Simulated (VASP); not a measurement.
Here is a VASP 6.6.1 calculation.

Contents of INCAR:

```
SYSTEM = Zn2Cl3
PREC = Accurate ; ENCUT = 520
EDIFF = 1E-7 ; ISMEAR = 0
SIGMA = 0.1 ; LREAL = .False.
LASPH = .True. ; NELM = 80
ALGO = Normal ; ISIF = 2
LWAVE = .False. ; LCHARG = .False.
GGA = PE ; NBANDS = 30
```

KPOINTS

```
Automatic mesh
0
Gamma
  6 6 4
  0 0 0
```

The input POSCAR:

```
Zn2Cl3
1.0
    4.2507880678      0.0000000000      0.0000000000
   -2.1253940339      3.6812904528      0.0000000000
    0.0000000000      0.0000000000      6.6135357502
Zn Cl
2 3
Direct
    0.3333333333      0.6666666667      0.2450000000
    0.6666666667      0.3333333333      0.7550000000
    0.0000000000      0.0000000000      0.0000000000
    0.3333333333      0.6666666667      0.6450000000
    0.6666666667      0.3333333333      0.3550000000
```

Potentials or basis: VASP PAW PBE potentials, release 64 (Zn, Cl).

Launch:

```sh
$ cat potpaw_PBE.64/Zn/POTCAR potpaw_PBE.64/Cl/POTCAR > POTCAR
$ mpirun -np 1 vasp_std > vasp.out
```

Task: What does it give for the pressure?

Result: 1.6 GPa.

Task: Predict the largest force.

Result: 0.437 eV/Å.

Stress tensor (GPa, compression positive):
```
0.38 0.00 0.00
0.00 0.38 0.00
0.00 0.00 4.03
```

Caveat: an odd number of electrons without spin polarisation forces a metal; a magnetic or distorted state may lie lower.
